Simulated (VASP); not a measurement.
# TiAl (Pm) in VASP: single point with r2SCAN

Aim: the single point of TiAl with r2SCAN.

All numbers are computed with VASP 6.6.1; they aren't measurements. Logs are shortened: lines on timing, memory, paths and dates and some standing lists are left out, and cuts for length are marked.

## (1) The cell of the first run

Symmetry: Pm, No. 6, monoclinic system. The conventional cell has a = 2.867 Å, b = 4.678 Å, c = 2.867 Å, α = 90.00°, β = 120.00°, γ = 90.00°. Ti (site symmetry m) has 6 Al at 2.79 to 2.93 Å and 6 Ti at 2.87 Å within 3.7 Å. Within 3.7 Å of Al (site symmetry m) lie 6 Ti at 2.79 to 2.93 Å and 6 Al at 2.87 Å.

## (2) Single point, r2SCAN (atom 1 (Ti) moved by (-0.100, -0.100) A along x and y)

The input, POSCAR:

```
TiAl
1.0
    2.8672622327      0.0000000000      0.0000000000
   -1.4336311163      2.4831219328      0.0000000000
    0.0000000000      0.0000000000      4.6780830000
Ti Al
1 1
Direct
   -0.0550124175     -0.0402718846      0.0000000000
    0.3333333333      0.6666666667      0.5000000000
```

The input, INCAR.step1:

```
SYSTEM = TiAl
ALGO     = Normal         ! electronic algorithm
EDIFF    = 1E-4           ! SCF threshold, eV
ENCUT    = 520            ! plane-wave cutoff, eV
GGA      = PE             ! functional
ISMEAR   = 0              ! smearing method
LASPH    = .TRUE.         ! aspherical terms in the spheres
LCHARG   = .FALSE.        ! write CHGCAR
LREAL    = .FALSE.        ! projectors in reciprocal space
LWAVE    = .TRUE.         ! write WAVECAR
NBANDS   = 14             ! bands
NELM     = 60             ! most SCF steps
PREC     = Accurate       ! precision mode
SIGMA    = 0.15           ! smearing width, eV
```

The input, INCAR.step2:

```
SYSTEM = TiAl
ALGO     = Normal         ! electronic algorithm
EDIFF    = 1E-6           ! SCF threshold, eV
ENCUT    = 520            ! plane-wave cutoff, eV
ISIF     = 2              ! what is computed and relaxed
ISMEAR   = 0              ! smearing method
ISTART   = 1            
LASPH    = .TRUE.         ! aspherical terms in the spheres
LCHARG   = .TRUE.         ! write CHGCAR
LELF     = .TRUE.         ! ELF
LMIXTAU  = .TRUE.       
LREAL    = .FALSE.        ! projectors in reciprocal space
LVHAR    = .TRUE.       
LWAVE    = .FALSE.        ! write WAVECAR
METAGGA  = R2SCAN         ! meta-GGA
NBANDS   = 14             ! bands
NELM     = 60             ! most SCF steps
PREC     = Accurate       ! precision mode
SIGMA    = 0.15           ! smearing width, eV
```

The input, KPOINTS:

```
k-points
0
G
  18 18 10
  0 0 0
```

Potentials or basis: VASP PAW PBE potentials, release 64 (Ti_sv, Al).

The run is started by

```
$ cat potpaw_PBE.64/Ti_sv/POTCAR potpaw_PBE.64/Al/POTCAR > POTCAR
$ cp INCAR.step1 INCAR
$ mpirun -np 1 vasp_std > vasp.out
$ cp INCAR.step2 INCAR
$ mpirun -np 1 vasp_std > vasp.out
```

OUTCAR:

```text
SYSTEM = TiAl
   EDIFF = 1E-6
   ENCUT = 520
   ISIF = 2
   ISMEAR = 0
   ISTART = 1
   LASPH = .TRUE.
   LREAL = .FALSE.
   METAGGA = R2SCAN
   NELM = 60
   PREC = Accurate

 ion  position               nearest neighbor table
   1  0.945  0.960  0.000-   2 2.79   2 2.79   2 2.89   2 2.89   2 2.93   2 2.93
   2  0.333  0.667  0.500-   1 2.79   1 2.79   1 2.89   1 2.89   1 2.93   1 2.93

  LATTYP: Found a hexagonal cell.
 ALAT       =     2.8672622327
 C/A-ratio  =     1.6315504549

  Lattice vectors:

 A1 = (   2.8672622327,   0.0000000000,   0.0000000000)
 A2 = (  -1.4336311163,   2.4831219328,   0.0000000000)
 A3 = (   0.0000000000,   0.0000000000,   4.6780830000)

Analysis of symmetry for initial positions (statically):
=====================================================================
 Subroutine PRICEL returns:
 Original cell was already a primitive cell.

 Routine SETGRP: Setting up the symmetry group for a
 hexagonal supercell.

 Subroutine GETGRP returns: Found  2 space group operations
 (whereof  2 operations were pure point group operations)
 out of a pool of 24 trial point group operations.

The static configuration has the point symmetry C_1h.

Analysis of symmetry for dynamics (positions and initial velocities):
=====================================================================
 Subroutine PRICEL returns:
 Original cell was already a primitive cell.

 Routine SETGRP: Setting up the symmetry group for a
 hexagonal supercell.

 Subroutine GETGRP returns: Found  2 space group operations
 (whereof  2 operations were pure point group operations)
 out of a pool of 24 trial point group operations.

The dynamic configuration has the point symmetry C_1h.

 Subroutine INISYM returns: Found  2 space group operations
 (whereof  2 operations are pure point group operations),
 and found     1 'primitive' translations

----------------------------------------------------------------------------------------

                                     Primitive cell

  volume of cell :      33.3068

  direct lattice vectors                    reciprocal lattice vectors
     2.867262233  0.000000000  0.000000000     0.348764751  0.201359423  0.000000000
    -1.433631116  2.483121933  0.000000000     0.000000000  0.402718846  0.000000000
     0.000000000  0.000000000  4.678083000     0.000000000  0.000000000  0.213762774

  length of vectors
     2.867262233  2.867262233  4.678083000     0.402718846  0.402718846  0.213762774

  position of ions in fractional coordinates (direct lattice)
     0.944987582  0.959728115  0.000000000
     0.333333333  0.666666667  0.500000000

  ion indices of the primitive-cell ions
   primitive index   ion index
                 1           1
                 2           2

----------------------------------------------------------------------------------------

 KPOINTS: k-points

Automatic generation of k-mesh.
 Grid dimensions read from file:
 generate k-points for:   18   18   10

 Generating k-lattice:

  Cartesian coordinates                     Fractional coordinates (reciprocal lattice)
     0.019375820  0.011186635  0.000000000     0.055555556  0.000000000  0.000000000
     0.000000000  0.022373269  0.000000000     0.000000000  0.055555556  0.000000000
     0.000000000  0.000000000  0.021376277     0.000000000  0.000000000  0.100000000

  Length of vectors
     0.022373269  0.022373269  0.021376277

  Shift w.r.t. Gamma in fractional coordinates (k-lattice)
     0.000000000  0.000000000  0.000000000

 Subroutine IBZKPT returns following result:
 ===========================================

 Found    984 irreducible k-points:

 Following reciprocal coordinates:
            Coordinates               Weight
  0.000000  0.000000  0.000000      1.000000
  0.055556 -0.000000  0.000000      2.000000
  0.000000  0.055556  0.000000      2.000000
 -0.055556  0.055556  0.000000      2.000000
  0.111111 -0.000000  0.000000      2.000000
  0.000000  0.111111  0.000000      2.000000
[... 16 lines left out ...]
  0.444444 -0.000000  0.000000      2.000000
  0.000000  0.444444  0.000000      2.000000
 [... further k-points ...]
   k-points           NKPTS =    984   k-points in BZ     NKDIM =    984   number of bands    NBANDS=     14
   number of dos      NEDOS =    301   number of ions     NIONS =      2
   total plane-waves  NPLWV =  20736
   dimension x,y,z NGX =    24 NGY =   24 NGZ =   36
   dimension x,y,z NGXF=    48 NGYF=   48 NGZF=   72
   ions per type =               1   1
   NGX,Y,Z   is equivalent  to a cutoff of  13.92, 13.92, 12.79 a.u.
   NGXF,Y,Z  is equivalent  to a cutoff of  27.83, 27.83, 25.59 a.u.
 SYSTEM =  TiAl
   PREC   = accura    normal or accurate (medium, high low for compatibility)
   ISTART =      1    job   : 0-new  1-cont  2-samecut
   ICHARG =      0    charge: 1-file 2-atom 10-const
   ISPIN  =      1    spin polarized calculation?
   LNONCOLLINEAR =      F non collinear calculations
   LSORBIT =      F    spin-orbit coupling
   LASPH  =      T    aspherical Exc in radial PAW
   ENCUT  =  520.0 eV  38.22 Ry    6.18 a.u.   5.33  5.33  8.70*2*pi/ulx,y,z
   NELM   =     60;   NELMIN=  2; NELMDL=  0     # of ELM steps
   EDIFF  = 0.1E-05   stopping-criterion for ELM
   LREAL  =      F    real-space projection
   EDIFFG = 0.1E-04   stopping-criterion for IOM
   NSW    =      0    number of steps for IOM
   IBRION =     -1    ionic relax: 0-MD 1-quasi-New 2-CG
   NFREE  =      0    steps in history (QN), initial steepest desc. (CG)
   ISIF   =      2    stress and relaxation
   ISYM   =      2    0-nonsym 1-usesym 2-fastsym
   POTIM  = 0.5000    time-step for ionic-motion
   TEBEG  =    0.0;   TEEND  =   0.0 temperature during run
   PSTRESS=    0.0 pullay stress
   NELECT =      15.0000    total number of electrons
   NUPDOWN=      -1.0000    fix difference up-down
   EMIN   =  10.00;   EMAX   =-10.00  energy-range for DOS
   EFERMI =   0.00;   METHOD = LEGACY
   ISMEAR =     0;   SIGMA  =   0.15  broadening in eV -4-tet -1-fermi 0-gaus
   EFERMI_NEDOS =   21; number of points for ismear=-14 and -15
   IALGO  =     38    algorithm
   IMIX   =      4    mixing-type and parameters
     AMIX     =   0.40;   BMIX     =  1.00
     AMIX_MAG =   1.60;   BMIX_MAG =  1.00
  volume/ion in A,a.u.               =      16.65       112.38
  Fermi-wavevector in a.u.,A,eV,Ry     =   1.254857  2.371335 21.424622  1.574665
  Thomas-Fermi vector in A             =   2.388641
   LORBIT       =      0    0 simple, 1 ext, 2 COOP (PROOUT), +10 PAW based schemes
   METAGGA = R2SCAN    functional components
   LHFCALC =     F    Hartree Fock is set to
   AEXX    =    0.0000 exact exchange contribution
   IVDW    =     0    specifies the selected vdW correction
   LEPSILON=     F    determine dielectric tensor
   LRPA    =     F    only Hartree local field effects (RPA)
 non-spin polarized calculation
 Gauss-broadening in eV      SIGMA  =   0.15
  energy-cutoff  :      520.00
  volume of cell :       33.31
 maximum number of plane-waves:       917
 NGX is ok and might be reduce to    24
   NGX = 11   NGY = 11   NGZ = 17

 number of electron      15.0000000 magnetization

 Free energy of the ion-electron system (eV)
  ---------------------------------------------------
  ext. energy  EPLUGINS =         0.00000000
  ---------------------------------------------------
  free energy    TOTEN  =       -20.22428820 eV

  energy without entropy =      -20.19904325  energy(sigma->0) =      -20.21166573

 E-fermi :   7.8374     XC(G=0): -11.7467

 val. band max:        7.8360714821   @ k =  -0.1111   0.3333   0.4000
 cond. band min:       7.8382103042   @ k =   0.3333   0.3333   0.3000
 fundamental gap:      0.0021388220
 Fermi energy:         7.8373999692

 k-point     1 :       0.0000    0.0000    0.0000
  band No.  band energies     occupation
      1     -51.0175      2.00000
      2     -26.2937      2.00000
      3     -25.8668      2.00000
      4     -25.8581      2.00000
      5      -1.6154      2.00000
      6       5.4083      2.00000
      7       5.7491      2.00000
      8       9.2662      0.00000
      9       9.2817      0.00000
     10      10.8667      0.00000
     11      10.9458      0.00000
     12      12.0393      0.00000
     13      21.5092      0.00000
     14      21.5482      0.00000

 k-point     2 :       0.0556   -0.0000    0.0000
  band No.  band energies     occupation
      1     -51.0145      2.00000
      2     -26.2907      2.00000
      3     -25.8772      2.00000
      4     -25.8707      2.00000
      5      -1.5340      2.00000
      6       5.4952      2.00000
      7       5.7630      2.00000
      8       9.2002      0.00000
      9       9.3319      0.00000
     10      10.8807      0.00000
     11      10.9247      0.00000
     12      12.0602      0.00000
     13      20.1402      0.00000
     14      20.7660      0.00000

 k-point     3 :       0.0000    0.0556    0.0000
  band No.  band energies     occupation
      1     -51.0145      2.00000
      2     -26.2907      2.00000
      3     -25.8847      2.00000
      4     -25.8631      2.00000
      5      -1.5341      2.00000
      6       5.4955      2.00000
      7       5.7669      2.00000
      8       9.1866      0.00000
      9       9.3450      0.00000
     10      10.8466      0.00000
     11      10.9536      0.00000
     12      12.0565      0.00000
     13      20.1750      0.00000
     14      20.7478      0.00000
[... 324 lines left out ...]
 k-point    23 :       0.4444   -0.0000    0.0000
  band No.  band energies     occupation
      1     -50.9201      2.00000
      2     -26.4448      2.00000
      3     -26.1974      2.00000
      4     -26.0001      2.00000
      5       3.1577      2.00000
      6       5.6455      2.00000
      7       6.1953      2.00000
      8       6.8878      2.00000
      9      10.2593      0.00000
     10      11.9214      0.00000
     11      11.9836      0.00000
     12      12.1941      0.00000
     13      13.3201      0.00000
     14      16.3150      0.00000

 k-point    24 :       0.0000    0.4444    0.0000
  band No.  band energies     occupation
      1     -50.9202      2.00000
      2     -26.4498      2.00000
      3     -26.1983      2.00000
      4     -25.9927      2.00000
      5       3.1527      2.00000
      6       5.5773      2.00000
      7       6.3552      2.00000
      8       6.9330      2.00000
      9      10.2050      0.00000
     10      11.9055      0.00000
     11      11.9208      0.00000
     12      12.0241      0.00000
     13      13.3114      0.00000
     14      16.3218      0.00000

 [... further k-points ...]
[... 5 lines left out ...]
  --------------------------------------------------------------------------------------
  -------------------------------------------------------------------------------------
  Total        0.2522750     -0.4250983     -0.3302584      0.3190714      0.0000000      0.0000000
  in kB       12.1353274    -20.4487395    -15.8866043     15.3484693      0.0000000      0.0000000
  external PRESSURE =      -8.0666721 kB  Pullay stress =       0.0000000 kB

 VOLUME and BASIS-vectors are now :
 -----------------------------------------------------------------------------
  energy-cutoff  :      520.00
  volume of cell :       33.31
      direct lattice vectors                 reciprocal lattice vectors
     2.867262233  0.000000000  0.000000000     0.348764751  0.201359423  0.000000000
    -1.433631116  2.483121933  0.000000000     0.000000000  0.402718846  0.000000000
     0.000000000  0.000000000  4.678083000     0.000000000  0.000000000  0.213762774

 POSITION                                       TOTAL-FORCE (eV/Angst)
 -----------------------------------------------------------------------------------
      1.33363      2.38312      0.00000         0.261884      0.208917      0.000000
     -0.00000      1.65541      2.33904        -0.261884     -0.208917      0.000000
 -----------------------------------------------------------------------------------
    total drift:                                0.000271      0.000134     -0.000000

  FREE ENERGIE OF THE ION-ELECTRON SYSTEM (eV)
  ---------------------------------------------------
  free  energy   TOTEN  =       -20.2242881997 eV

  energy  without entropy=      -20.1990432508  energy(sigma->0) =      -20.21166573
```

It took 9.7 min on 1 thread of Intel Xeon 6975P-C (Granite Rapids), shared host; peak memory 0.55 GiB.

Results:

* Free energy: -20.2243 eV
* Pressure: -0.8 GPa
* Largest force: 0.335 eV/Å
* Band gap on the k mesh: zero (an odd number of electrons rules out a gap without spin polarisation)

Forces in eV/Å, atoms in the order of the input:
```
Ti   0.262  0.209  0.000
Al  -0.262 -0.209  0.000
```

Stress tensor (GPa, compression positive):
```
 1.21  1.53  0.00
 1.53 -2.04  0.00
 0.00  0.00 -1.59
```

Caveat: the cell differs from its parent crystal (atom 1 (Ti) moved by (-0.100, -0.100) A along x and y); the PAW data sets were made with another functional, which shifts forces and pressure a little.
